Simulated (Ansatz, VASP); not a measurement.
# One calculation of InHgSe, two programs

```
In Hg Se
1.0
     2.74024   -3.62774    0.00000
     2.74024    3.62774    0.00000
     0.00000    0.00000    4.58935
In Hg Se
1 1 1
Direct
  0.00000 0.00000 0.50000
  0.50000 0.50000 0.50000
  0.50000 0.50000 0.00000
```

Alike in both runs: task single point; functional PBE; k mesh 4 × 4 × 4; occupations gaussian, width 0.1 eV; no spin polarisation.

|  | VASP | Ansatz |
| --- | --- | --- |
| version | VASP 6.6.1 | Ansatz 0.2.0 |
| potentials or method | VASP PAW PBE potentials, release 64 (In_d, Hg, Se), cutoff 520 eV | scalar-relativistic, plane waves, PAW |
| valence electrons in the cell | 31 | 49 |

|  | VASP | Ansatz | Ansatz less VASP |
| --- | --- | --- | --- |
| gap on the k mesh at the Fermi level (eV) | none | none | - |
| pressure (GPa) | 13.9 | 13.4 | -0.51 |
| traceless stress, the component that is largest in VASP (GPa) | 16.67 | 15.87 | -0.804 |

A gap of «none» marks a metal or a gap that the smearing closes. VASP's potentials hold 31 valence electrons a cell and Ansatz's 49, so a difference there can come from the potentials and not from the codes.

Neither program's run includes spin-orbit coupling.
